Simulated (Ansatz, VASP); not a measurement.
# Lu: VASP beside Ansatz

INCAR

```
SYSTEM = Lu
ALGO = Normal
EDIFF = 1E-6
ENCUT = 520
GGA = PE
ISIF = 2
ISMEAR = 0
LASPH = .TRUE.
LCHARG = .FALSE.
LREAL = .FALSE.
LWAVE = .FALSE.
NBANDS = 18
NELM = 100
PREC = Accurate
SIGMA = 0.05
```

Contents of KPOINTS:

```
k-points
0
G
  8 8 8
  0 0 0
```

Contents of POSCAR:

```
Lu
1.0
   -1.9478264935      1.9478264935      1.9478264935
    1.9478264935     -1.9478264935      1.9478264935
    1.9478264935      1.9478264935     -1.9478264935
Lu
1
Direct
    0.0000000000      0.0000000000      0.0000000000
```

Input for Ansatz:

```yaml
crystal:
  lattice:
    - [-1.9478264935, 1.9478264935, 1.9478264935]
    - [1.9478264935, -1.9478264935, 1.9478264935]
    - [1.9478264935, 1.9478264935, -1.9478264935]
  atoms:
    - { symbol: Lu, position: [0.0, 0.0, 0.0] }
basis:
  ecutwfc: 600
  ecutrho_ratio: 5
kpoints:
  mp_grid: { grid: [8, 8, 8] }
hamiltonian:
  xc: pbe
scf:
  occupations: { method: gaussian, width: 0.05 }
output:
  forces: true
  stress: true
  eigenvalues: true
```

Alike in both runs: task single point; functional PBE; k mesh 8 × 8 × 8; occupations gaussian, width 0.05 eV; no spin polarisation.

```csv
,VASP,Ansatz
version,VASP 6.6.1,Ansatz 0.2.0
potentials or method,"VASP PAW PBE potentials, release 64 (Lu), cutoff 520 eV","scalar-relativistic, plane waves, PAW"
valence electrons in the cell,25,25
```

VASP gave:

* gap on the k mesh at the Fermi level (eV): none
* pressure (GPa): 0.0

Task: What did Ansatz give for the same quantities?

Result: gap on the k mesh at the Fermi level (eV): none; pressure (GPa): -0.1.

A gap of «none» marks a metal or a gap that the smearing closes.

Neither program's run includes spin-orbit coupling.
